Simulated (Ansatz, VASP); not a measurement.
# One calculation of CsI, two programs

Contents of POSCAR:

```
CsI
1.0
    4.5861253318      0.0000000000      0.0000000000
    0.0000000000      4.5861253318      0.0000000000
    0.0000000000      0.0000000000      4.5861253318
Cs I
1 1
Direct
    0.0000000000      0.0000000000      0.0000000000
    0.5000000000      0.5000000000      0.5000000000
```

INCAR.step1

```
SYSTEM = CsI
PREC = Accurate
ENCUT = 440
ISMEAR = -1
SIGMA = 0.02
LREAL = .FALSE.
LASPH = .TRUE.
NELM = 120
NBANDS = 15
GGA = PE
ALGO = Normal
EDIFF = 1E-5
LWAVE = .TRUE.
LCHARG = .FALSE.
GGA_COMPAT = .FALSE.
```

Contents of INCAR.step2:

```
SYSTEM = CsI
PREC = Accurate
ENCUT = 440
EDIFF = 1E-8
ISMEAR = -1
SIGMA = 0.02
LREAL = .FALSE.
LASPH = .TRUE.
NELM = 120
ALGO = Normal
ISIF = 2
LWAVE = .FALSE.
LCHARG = .FALSE.
METAGGA = R2SCAN
LMIXTAU = .TRUE.
LEFG = .TRUE.
NBANDS = 15
ISTART = 1
GGA_COMPAT = .FALSE.
```

The input KPOINTS:

```
Automatic mesh
0
G
  7 7 7
  0 0 0
```

Input for Ansatz:

```yaml
crystal:
  lattice:
    - [4.5861253318, 0.0, 0.0]
    - [0.0, 4.5861253318, 0.0]
    - [0.0, 0.0, 4.5861253318]
  atoms:
    - { symbol: Cs, position: [0.0, 0.0, 0.0] }
    - { symbol: I, position: [0.5, 0.5, 0.5] }
kpoints:
  mp_grid: { grid: [7, 7, 7] }
scf:
  occupations: { method: fermi_dirac, width: 0.02 }
hamiltonian:
  xc: r2scan
  pseudopotentials: { kind: all_electron, datasets: crystal }
output:
  forces: true
  stress: true
  eigenvalues: true
  efg: { contact_densities: true }
```

Change from the starting cell: volume scaled by 0.95, crystal datasets.

Alike in both runs: task electric field gradients; functional r2SCAN; k mesh 7 × 7 × 7; occupations fermi-dirac, width 0.02 eV; no spin polarisation.

|  | VASP | Ansatz |
| --- | --- | --- |
| version | VASP 6.6.1 | Ansatz 0.2.0 |
| potentials or method | VASP PAW PBE potentials, release 64 (Cs_sv, I), cutoff 440 eV | all-electron PAW with datasets made for the crystal, scalar-relativistic |

|  | VASP | Ansatz | Ansatz less VASP |
| --- | --- | --- | --- |
| gap on the k mesh at the Fermi level (eV) | 4.58 | 4.59 | +0.018 |
| pressure (GPa) | 0.2 | 0.2 | -0.02 |

VASP's potentials were made for PBE, not for r2SCAN. Ansatz ran all-electron here, and VASP with PAW potentials.

Spin-orbit coupling is off throughout.
